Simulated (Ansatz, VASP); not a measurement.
# MgS in VASP and in Ansatz

File POSCAR:

```
MgS
1.0
    0.0000000000      2.6893329990      3.0092187958
    2.6893329990      0.0000000000      3.0092187958
    2.6893329990      2.6893329990      0.0000000000
Mg S
1 1
Direct
    0.0000000000      0.0000000000      0.0000000000
    0.2500000000      0.2500000000      0.2500000000
```

The input INCAR.step1:

```
SYSTEM = MgS
  ALGO = Normal
  EDIFF = 1E-5
  ENCUT = 520
  GGA = PE
  ISIF = 2
  ISMEAR = 0
  LASPH = .True.
  LCHARG = .False.
  LREAL = .False.
  LWAVE = .True.
  NBANDS = 11
  NELM = 60
  PREC = Accurate
  SIGMA = 0.01
```

Contents of INCAR.step2:

```
SYSTEM = MgS
  ALGO = Normal
  EDIFF = 1E-7
  ENCUT = 520
  GGA = PE
  HFSCREEN = 0.2079
  ISIF = 2
  ISMEAR = 0
  ISTART = 1
  LASPH = .True.
  LCHARG = .False.
  LHFCALC = .True.
  LREAL = .False.
  LWAVE = .False.
  NBANDS = 11
  NELM = 60
  PREC = Accurate
  PRECFOCK = Normal
  SIGMA = 0.01
```

File KPOINTS:

```
k-points
0
Gamma
  6 6 6
  0 0 0
```

Input for Ansatz:

```yaml
crystal:
  lattice:
    - [0.0, 2.689332999, 3.0092187958]
    - [2.689332999, 0.0, 3.0092187958]
    - [2.689332999, 2.689332999, 0.0]
  atoms:
    - { symbol: Mg, position: [0.0, 0.0, 0.0] }
    - { symbol: S, position: [0.25, 0.25, 0.25] }
kpoints:
  mp_grid: { grid: [6, 6, 6] }
  band_path:
    path:
      - [0.0, 0.0, 0.0]
      - [-0.5, -0.5, 0.0]
      - [-0.375, -0.375, 0.25]
      - [-0.375, 0.0, 0.375]
      - [0.0, 0.0, 0.5]
      - [-0.5, -0.25, 0.25]
      - [0.114583, 0.114583, 0.229167]
    npoints: 1
hamiltonian:
  xc: hse06
scf:
  occupations: { method: fixed }
  n_extra_bands: 4
output:
  forces: true
  stress: true
  eigenvalues: true
```

Change from the starting cell: epitaxial_xy strain -5.0%.

Alike in both runs: task single point; functional HSE06; k mesh 6 × 6 × 6; no spin polarisation.

|  | VASP | Ansatz |
| --- | --- | --- |
| version | VASP 6.6.1 | Ansatz 0.2.0 |
| potentials or method | VASP PAW PBE potentials, release 64 (Mg, S) | plane waves, PAW |
| plane-wave cutoff (eV) | 520 | 420 |
| occupations | gaussian, width 0.01 eV | fixed |
| valence electrons in the cell | 8 | 16 |

```tsv
	VASP	Ansatz	Ansatz less VASP
gap on the k mesh at the Fermi level (eV)	4.53	4.54	+0.016
pressure (GPa)	2.2	2.3	+0.17
traceless stress, the component that is largest in VASP (GPa)	-2.32	-2.30	+0.018
```

VASP's potentials hold 8 valence electrons a cell and Ansatz's 16, so a difference there can come from the potentials and not from the codes. Ansatz's warnings: stress exchange threshold loose, stress scf threshold loose.
